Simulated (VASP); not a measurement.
Crystal: As.

```
As
1.0
     2.72159    0.00000    0.00000
     0.00000    2.72159    0.00000
     0.00000    0.00000    2.72159
As
1
Direct
  0.50000 0.50000 0.50000
```

Base run:

```yaml
Program: VASP 6.6.1
Functional: r2SCAN
Potentials_or_basis: VASP PAW PBE potentials, release 64 (As)
Cutoff: 520 eV
k_mesh: 10 × 10 × 10
Occupations: fermi-dirac, width 0.05 eV
Spin: no spin polarisation
```

Its results: pressure -1.9 GPa.

Problem. The run is repeated on the same cell with these changes: functional from r2SCAN to PBE. What comes out?

Solution. Pressure 0.6 GPa.

Caveats: the PAW data sets were made with another functional, which shifts forces and pressure a little (some runs).
